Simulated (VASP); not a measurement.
A run of VASP 6.6.1:

File POSCAR:

```
CoO
1.0
    0.0000000000      2.2671858373      2.2671858373
    2.2671858373      0.0000000000      2.2671858373
    2.2671858373      2.2671858373      0.0000000000
Co O
1 1
Direct
    0.0000000000      0.0000000000      0.0000000000
    0.2500000000      0.2500000000      0.2500000000
```

INCAR.step1

```
PREC     = Accurate       # precision mode
ENCUT    = 520            # plane-wave cutoff, eV
EDIFF    = 1E-5           # SCF threshold, eV
ISMEAR   = -1             # smearing method
SIGMA    = 0.05           # smearing width, eV
LREAL    = F              # projectors in reciprocal space
LASPH    = T              # aspherical terms in the spheres
NELM     = 150            # most SCF steps
ALGO     = Normal         # electronic algorithm
ISIF     = 2              # what is computed and relaxed
LWAVE    = T              # write WAVECAR
ISPIN    = 2              # spin polarisation
MAGMOM   = 2 0            # initial moments
LORBIT   = 11             # projections on sites
LMAXMIX  = 4              # l up to which the mixer works
GGA      = PE             # functional
NBANDS   = 18             # bands
```

File INCAR.step2:

```
PREC     = Accurate       # precision mode
ENCUT    = 520            # plane-wave cutoff, eV
EDIFF    = 1E-7           # SCF threshold, eV
ISMEAR   = -1             # smearing method
SIGMA    = 0.05           # smearing width, eV
LREAL    = F              # projectors in reciprocal space
LASPH    = T              # aspherical terms in the spheres
NELM     = 150            # most SCF steps
ALGO     = Normal         # electronic algorithm
ISIF     = 2              # what is computed and relaxed
LWAVE    = F              # write WAVECAR
LCHARG   = T              # write CHGCAR
ISPIN    = 2              # spin polarisation
MAGMOM   = 2 0            # initial moments
LORBIT   = 11             # projections on sites
LMAXMIX  = 4              # l up to which the mixer works
GGA      = PS             # functional
LHFCALC  = T              # exact exchange
AEXX     = 0.25           # exact-exchange fraction
PRECFOCK = Normal       
LELF     = T              # ELF
LVHAR    = T            
ISTART   = 1            
NBANDS   = 18             # bands
```

Contents of KPOINTS:

```
regular mesh
0
Gamma
  5 5 5
```

Potentials or basis: VASP PAW PBE potentials, release 64 (Co, O).

Launch:

```sh
$ cat potpaw_PBE.64/Co/POTCAR potpaw_PBE.64/O/POTCAR > POTCAR
$ cp INCAR.step1 INCAR
$ mpirun -np 1 vasp_std > vasp.out
$ cp INCAR.step2 INCAR
$ mpirun -np 1 vasp_std > vasp.out
```

Hardware: 1 thread of Intel Xeon 8259CL (shared host).

Problem. How long does it take, and how much memory?

Solution. Wall time 46 min on 1 thread of Intel Xeon 8259CL, on a shared host, peak memory 0.17 GiB. Counts: k points 10.
